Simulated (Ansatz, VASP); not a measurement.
**One calculation of Re, two programs**

```
Re
1.0
     2.85162    0.00000    0.00000
    -1.42581    2.46958    0.00000
     0.00000    0.00000    9.17279
Re
4
Direct
  0.00000 0.00000 0.00000
  0.00000 0.00000 0.50000
  0.33333 0.66667 0.25000
  0.66667 0.33333 0.75000
```

Alike in both runs: task single point; functional BLYP; k mesh 14 × 14 × 4; occupations fermi-dirac, width 0.1 eV; no spin polarisation.

```csv
,VASP,Ansatz
version,VASP 6.6.1,Ansatz 0.2.0
potentials or method,"VASP PAW PBE potentials, release 64 (Re), cutoff 520 eV","plane waves (420 eV) with PAW, scalar-relativistic"
valence electrons in the cell,28,60
```

|  | VASP | Ansatz | Ansatz less VASP |
| --- | --- | --- | --- |
| pressure (GPa) | -10.2 | -11.5 | -1.35 |
| traceless stress, the component that is largest in VASP (GPa) | -0.22 | -0.17 | +0.042 |

VASP's potentials were made for PBE, not for BLYP. The functional is the same, so the differences come from potentials, cutoffs and numerics. VASP's potentials hold 28 valence electrons a cell and Ansatz's 60, so a difference there can come from the potentials and not from the codes.

Spin-orbit coupling is off throughout.
